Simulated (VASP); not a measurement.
# Al15Co (a cell with a defect) in VASP: further runs

Al15Co (a cell with a defect) is run at these levels: PBE; tasks: single point.

Program: VASP 6.6.1. These are calculated values, not measurements. Logs are shortened: lines on timing, memory, paths and dates and some standing lists are left out, and cuts for length are marked.

**1. The cell of the first run**

The cell holds a defect, 16 atoms: a = 7.000 Å, b = 7.000 Å, c = 7.000 Å, α = 109.47°, β = 109.47°, γ = 109.47°.

**2. Single point, PBE, collinear spin, ferromagnetic start**

Contents of INCAR:

```
SYSTEM = Al15Co
ALGO = Normal
EDIFF = 1E-6
ENCUT = 520
GGA = PE
ISIF = 2
ISMEAR = 0
ISPIN = 2
LASPH = .TRUE.
LCHARG = .FALSE.
LMAXMIX = 4
LORBIT = 11
LREAL = Auto
LWAVE = .FALSE.
MAGMOM = 3 0 0 0 0 0 0 0 0 0 0 0 0 0 0 0
NBANDS = 45
NELM = 150
PREC = Accurate
SIGMA = 0.1
```

Contents of KPOINTS:

```
k-points
0
G
  5 5 5
  0 0 0
```

Contents of POSCAR:

```
Al15Co
1.0
   -4.0416209214     -4.0416209214      4.0416209214
    4.0416209214      4.0416209214      4.0416209214
   -4.0416209214      4.0416209214     -4.0416209214
Co Al
1 15
Direct
    0.0000000000      0.0000000000      0.0000000000
    0.2450235675      0.0000000000      0.7549764325
    0.0000000000      0.2450235675      0.7549764325
    0.5000000000      0.0000000000      0.5000000000
    0.2450235675      0.2450235675      0.4900471350
    0.0000000000      0.5000000000      0.5000000000
    0.7549764325      0.0000000000      0.2450235675
    0.4900471350      0.2450235675      0.2450235675
    0.2450235675      0.4900471350      0.2450235675
    0.0000000000      0.7549764325      0.2450235675
    0.7549764325      0.2450235675      0.0000000000
    0.5000000000      0.5000000000      0.0000000000
    0.2450235675      0.7549764325      0.0000000000
    0.7549764325      0.5099528650      0.7549764325
    0.5099528650      0.7549764325      0.7549764325
    0.7549764325      0.7549764325      0.5099528650
```

Potentials or basis: VASP PAW PBE potentials, release 64 (Co, Al).

Launch:

```console
cat potpaw_PBE.64/Co/POTCAR potpaw_PBE.64/Al/POTCAR > POTCAR
mpirun -np 1 vasp_std > vasp.out
```

OUTCAR:

```text
SYSTEM = Al15Co
   EDIFF = 1E-6
   ENCUT = 520
   GGA = PE
   ISIF = 2
   ISMEAR = 0
   ISPIN = 2
   LASPH = .TRUE.
   LORBIT = 11
   LREAL = Auto
   NELM = 150
   PREC = Accurate

 ion  position               nearest neighbor table
   1  0.000  0.000  0.000-   8 2.80   9 2.80  14 2.80  15 2.80   2 2.80   3 2.80  10 2.80  11 2.80
                            13 2.80   5 2.80   7 2.80  16 2.80
   2  0.245  0.000  0.755-  16 2.80   3 2.80   8 2.80  13 2.80   1 2.80  12 2.86   6 2.86   4 2.91
                            15 2.92   5 2.92  10 2.92  11 2.92
   3  0.000  0.245  0.755-  16 2.80   2 2.80   9 2.80  11 2.80   1 2.80  12 2.86   4 2.86   6 2.91
                            14 2.92  13 2.92   7 2.92   5 2.92
   4  0.500  0.000  0.500-   3 2.86   5 2.86   8 2.86  11 2.86  15 2.86  16 2.86  13 2.86  10 2.86
                            14 2.91   2 2.91   9 2.91   7 2.91
   5  0.245  0.245  0.490-   7 2.80  10 2.80   8 2.80   9 2.80   1 2.80   4 2.86   6 2.86  12 2.91
                             2 2.92   3 2.92  14 2.92  15 2.92
   6  0.000  0.500  0.500-   2 2.86   5 2.86   9 2.86  13 2.86  14 2.86  16 2.86  11 2.86   7 2.86
                            10 2.91  15 2.91   3 2.91   8 2.91
   7  0.755  0.000  0.245-   5 2.80   1 2.80  10 2.80  11 2.80  15 2.80   6 2.86  12 2.86   4 2.91
                             3 2.92  16 2.92   8 2.92  13 2.92
   8  0.490  0.245  0.245-   1 2.80  13 2.80   5 2.80   9 2.80   2 2.80  12 2.86   4 2.86   6 2.91
                            16 2.92  11 2.92  14 2.92   7 2.92
   9  0.245  0.490  0.245-   1 2.80  11 2.80   5 2.80   8 2.80   3 2.80   6 2.86  12 2.86   4 2.91
                            10 2.92  15 2.92  16 2.92  13 2.92
  10  0.000  0.755  0.245-   5 2.80   1 2.80   7 2.80  13 2.80  14 2.80   4 2.86  12 2.86   6 2.91
                             9 2.92  16 2.92  11 2.92   2 2.92
  11  0.755  0.245  0.000-   9 2.80  15 2.80   7 2.80   1 2.80   3 2.80   6 2.86   4 2.86  12 2.91
                            14 2.92  10 2.92   8 2.92   2 2.92
  12  0.500  0.500  0.000-   7 2.86   8 2.86   9 2.86  10 2.86  14 2.86  15 2.86   2 2.86   3 2.86
                            11 2.91   5 2.91  13 2.91  16 2.91
  13  0.245  0.755  0.000-   8 2.80  14 2.80   1 2.80  10 2.80   2 2.80   4 2.86   6 2.86  12 2.91
                             7 2.92  15 2.92   9 2.92   3 2.92
  14  0.755  0.510  0.755-   1 2.80  13 2.80  10 2.80  15 2.80  16 2.80  12 2.86   6 2.86   4 2.91
                            11 2.92   8 2.92   3 2.92   5 2.92
  15  0.510  0.755  0.755-   1 2.80  11 2.80   7 2.80  14 2.80  16 2.80   4 2.86  12 2.86   6 2.91
                            13 2.92   9 2.92   5 2.92   2 2.92
  16  0.755  0.755  0.510-   2 2.80   3 2.80   1 2.80  14 2.80  15 2.80   4 2.86   6 2.86  12 2.91
                            10 2.92   7 2.92   8 2.92   9 2.92

  LATTYP: Found a body centered cubic cell.
 ALAT       =     8.0832418428

  Lattice vectors:

 A1 = (  -4.0416209214,  -4.0416209214,   4.0416209214)
 A2 = (   4.0416209214,   4.0416209214,   4.0416209214)
[... 204 lines left out ...]
 E-fermi :   7.7263     XC(G=0): -10.2512

 val. band max:        7.7114124273   @ k =   0.2000   0.2000   0.2000
 cond. band min:       7.7488554351   @ k =  -0.2000   0.2000   0.2000
 fundamental gap:      0.0374430077
 Fermi energy:         7.7263080803

 spin component 1

 k-point     1 :       0.0000    0.0000    0.0000
  band No.  band energies     occupation
      1      -3.0749      1.00000
      2       1.1649      1.00000
      3       1.1649      1.00000
      4       1.1649      1.00000
      5       1.2709      1.00000
      6       1.2709      1.00000
[... 409 lines left out ...]
     38       9.7730      0.00000
     39       9.9960      0.00000
 Fermi energy:         7.7263080803

 spin component 2

 k-point     1 :       0.0000    0.0000    0.0000
  band No.  band energies     occupation
      1      -3.0746      1.00000
      2       1.1763      1.00000
      3       1.1763      1.00000
      4       1.1763      1.00000
      5       1.2797      1.00000
      6       1.2797      1.00000
[... 409 lines left out ...]
     38       9.7985      0.00000
     39      10.0130      0.00000
 [bands above 39 left out]

------------------------ aborting loop because EDIFF is reached ----------------------------------------

  FORCE on cell =-STRESS in cart. coord.  units (eV):
  Direction    XX          YY          ZZ          XY          YZ          ZX
  --------------------------------------------------------------------------------------
  -------------------------------------------------------------------------------------
  Total       -5.8123515     -5.8123515     -5.8123515     -0.0000000     -0.0000000      0.0000000
  in kB      -35.2643378    -35.2643378    -35.2643378     -0.0000000     -0.0000000      0.0000000
  external PRESSURE =     -35.2643378 kB  Pullay stress =       0.0000000 kB

 VOLUME and BASIS-vectors are now :
 -----------------------------------------------------------------------------
  energy-cutoff  :      520.00
  volume of cell :      264.07
      direct lattice vectors                 reciprocal lattice vectors
    -4.041620921 -4.041620921  4.041620921    -0.123712740  0.000000000  0.123712740
     4.041620921  4.041620921  4.041620921     0.000000000  0.123712740  0.123712740
    -4.041620921  4.041620921 -4.041620921    -0.123712740  0.123712740  0.000000000

 POSITION                                       TOTAL-FORCE (eV/Angst)
 -----------------------------------------------------------------------------------
      0.00000      0.00000      0.00000         0.000000     -0.000000     -0.000000
     -4.04162      2.06104     -2.06104         0.000000     -0.003768      0.003768
     -2.06104      4.04162     -2.06104         0.003768      0.000000      0.003768
     -4.04162      0.00000      0.00000        -0.000000     -0.000000     -0.000000
     -1.98058      1.98058      0.00000        -0.003768      0.003768      0.000000
      0.00000      4.04162      0.00000        -0.000000      0.000000     -0.000000
[... 8 lines left out ...]
     -2.06104      4.04162      2.06104         0.003768     -0.000000     -0.003768
     -2.06104      2.06104      4.04162         0.003768     -0.003768     -0.000000
 -----------------------------------------------------------------------------------
    total drift:                               -0.000000     -0.000000      0.000000

  FREE ENERGIE OF THE ION-ELECTRON SYSTEM (eV)
  ---------------------------------------------------
  free  energy   TOTEN  =       -63.7152189545 eV

  energy  without entropy=      -63.6885134919  energy(sigma->0) =      -63.70186622

 total charge

# of ion       s       p       d       tot
------------------------------------------
    1        0.371   0.330   7.357   8.058
    2        0.422   0.338   0.000   0.759
    3        0.422   0.338   0.000   0.759
    4        0.442   0.328   0.000   0.769
    5        0.422   0.338   0.000   0.759
    6        0.442   0.328   0.000   0.769
[... 8 lines left out ...]
   15        0.422   0.338   0.000   0.759
   16        0.422   0.338   0.000   0.759
--------------------------------------------------
tot          6.757   5.364   7.357  19.478

 magnetization (x)

# of ion       s       p       d       tot
------------------------------------------
    1        0.004  -0.002   0.560   0.562
    2        0.001  -0.002   0.000  -0.000
    3        0.001  -0.002   0.000  -0.000
    4       -0.002   0.003   0.000   0.001
    5        0.001  -0.002   0.000  -0.000
    6       -0.002   0.003   0.000   0.001
[... 8 lines left out ...]
   15        0.001  -0.002   0.000  -0.000
   16        0.001  -0.002   0.000  -0.000
--------------------------------------------------
tot          0.015  -0.011   0.560   0.564
```

Run time: 15 min. Hardware: 1 thread of Intel Xeon Platinum 8375C at 2.90GHz (Ice Lake), shared host; peak memory 0.56 GiB.

What came out:

```yaml
Free_energy: -63.7152 eV
Pressure: -3.5 GPa
Largest_force: 0.005 eV/Å
Net_moment: 0.53 μB per cell
Site_moments: Co +0.56; Al -0.00, +0.00 μB
Valence_electrons_inside_the_program's_atomic_spheres: Co 8.06; Al 0.76, 0.77
```

Forces on the atoms (eV/Å):
```
Co   0.000  0.000  0.000
Al   0.000 -0.004  0.004
Al   0.004  0.000  0.004
Al   0.000  0.000  0.000
Al  -0.004  0.004  0.000
Al   0.000  0.000  0.000
Al   0.000  0.004 -0.004
Al  -0.004  0.000  0.004
Al   0.000  0.004  0.004
Al  -0.004  0.000 -0.004
Al   0.004  0.004  0.000
Al   0.000  0.000  0.000
Al  -0.004 -0.004  0.000
Al   0.000 -0.004 -0.004
Al   0.004  0.000 -0.004
Al   0.004 -0.004  0.000
```

Levels at points of the mesh, in eV from the Fermi level:
Spin up:
| k point | band 24 | band 25 | band 26 | band 27 | band 28 | band 29 | band 30 | band 31 |
| --- | --- | --- | --- | --- | --- | --- | --- | --- |
| (0.00, 0.00, 0.00) | -0.26 | 1.09 | 1.43 | 1.43 | 1.43 | 1.54 | 1.54 | 1.87 |
Spin down:
| k point | band 22 | band 23 | band 24 | band 25 | band 26 | band 27 | band 28 | band 29 | band 30 | band 31 |
| --- | --- | --- | --- | --- | --- | --- | --- | --- | --- | --- |
| (0.00, 0.00, 0.00) | -1.05 | -0.03 | -0.03 | 1.11 | 1.44 | 1.44 | 1.44 | 1.53 | 1.53 | 1.88 |

**3. Single point, PBE, collinear spin, ferromagnetic start**

Contents of INCAR:

```
PREC     = Accurate       # precision mode
ENCUT    = 520            # plane-wave cutoff, eV
EDIFF    = 1E-7           # SCF threshold, eV
ISMEAR   = 1              # smearing method
SIGMA    = 0.1            # smearing width, eV
LREAL    = Auto         
LASPH    = True           # aspherical terms in the spheres
NELM     = 150            # most SCF steps
ALGO     = Fast           # electronic algorithm
ISIF     = 2              # what is computed and relaxed
LWAVE    = False          # write WAVECAR
LCHARG   = False          # write CHGCAR
ISPIN    = 2              # spin polarisation
MAGMOM   = 3 0 0 0 0 0 0 0 0 0 0 0 0 0 0 0 # initial moments
LORBIT   = 11             # projections on sites
LMAXMIX  = 4              # l up to which the mixer works
GGA      = PE             # functional
NBANDS   = 45             # bands
```

Contents of KPOINTS:

```
regular mesh
0
Gamma
  5 5 5
```

Contents of POSCAR:

```
Al15Co
1.0
   -4.0416209214     -4.0416209214      4.0416209214
    4.0416209214      4.0416209214      4.0416209214
   -4.0416209214      4.0416209214     -4.0416209214
Co Al
1 15
Direct
    0.0000000000      0.0000000000      0.0000000000
    0.2451066988      0.0000000000      0.7548933012
    0.0000000000      0.2451066988      0.7548933012
    0.5000000000      0.0000000000      0.5000000000
    0.2451066988      0.2451066988      0.4902133977
    0.0000000000      0.5000000000      0.5000000000
    0.7548933012      0.0000000000      0.2451066988
    0.4902133977      0.2451066988      0.2451066988
    0.2451066988      0.4902133977      0.2451066988
    0.0000000000      0.7548933012      0.2451066988
    0.7548933012      0.2451066988      0.0000000000
    0.5000000000      0.5000000000      0.0000000000
    0.2451066988      0.7548933012      0.0000000000
    0.7548933012      0.5097866023      0.7548933012
    0.5097866023      0.7548933012      0.7548933012
    0.7548933012      0.7548933012      0.5097866023
```

Potentials or basis: VASP PAW PBE potentials, release 64 (Co, Al).

Launch:

```console
cat potpaw_PBE.64/Co/POTCAR potpaw_PBE.64/Al/POTCAR > POTCAR
mpirun -np 1 vasp_std > vasp.out
```

Run time: 29 min. Hardware: 1 thread of Intel Xeon Platinum 8375C at 2.90GHz (Ice Lake), shared host; peak memory 0.58 GiB.

The run converged. Its results:

```
Free energy                                           : -63.6623 eV
Pressure                                              : -3.5 GPa
Largest force                                         : 0.007 eV/Å
Band gap on the k mesh                                : zero (filled and empty bands overlap)
Net moment                                            : -0.03 μB per cell
Site moments                                          : Co -0.03; Al -0.00 μB
Valence electrons inside the program's atomic spheres : Co 8.06; Al 0.76, 0.77
```

Forces on the atoms (eV/Å):
```
Co   0.000  0.000  0.000
Al   0.000  0.005 -0.005
Al  -0.005  0.000 -0.005
Al   0.000  0.000  0.000
Al   0.005 -0.005  0.000
Al   0.000  0.000  0.000
Al   0.000 -0.005  0.005
Al   0.005  0.000 -0.005
Al   0.000 -0.005 -0.005
Al   0.005  0.000  0.005
Al  -0.005 -0.005  0.000
Al   0.000  0.000  0.000
Al   0.005  0.005  0.000
Al   0.000  0.005  0.005
Al  -0.005  0.000  0.005
Al  -0.005  0.005  0.000
```

Levels at points of the mesh, in eV from the Fermi level:
Spin up:
| k point | band 23 | band 24 | band 25 | band 26 | band 27 | band 28 | band 29 | band 30 | band 31 | band 32 |
| --- | --- | --- | --- | --- | --- | --- | --- | --- | --- | --- |
| (0.00, 0.00, 0.00) | -0.09 | -0.09 | 1.13 | 1.46 | 1.46 | 1.46 | 1.55 | 1.55 | 1.90 | 1.90 |
Spin down:
```csv
k point,band 23,band 24,band 25,band 26,band 27,band 28,band 29,band 30,band 31,band 32
"(0.00, 0.00, 0.00)",1.13,1.46,1.46,1.46,1.55,1.55,1.90,1.90,1.90,2.29
```

Caveat: the starting moments collapsed, and a magnetic state may lie lower.
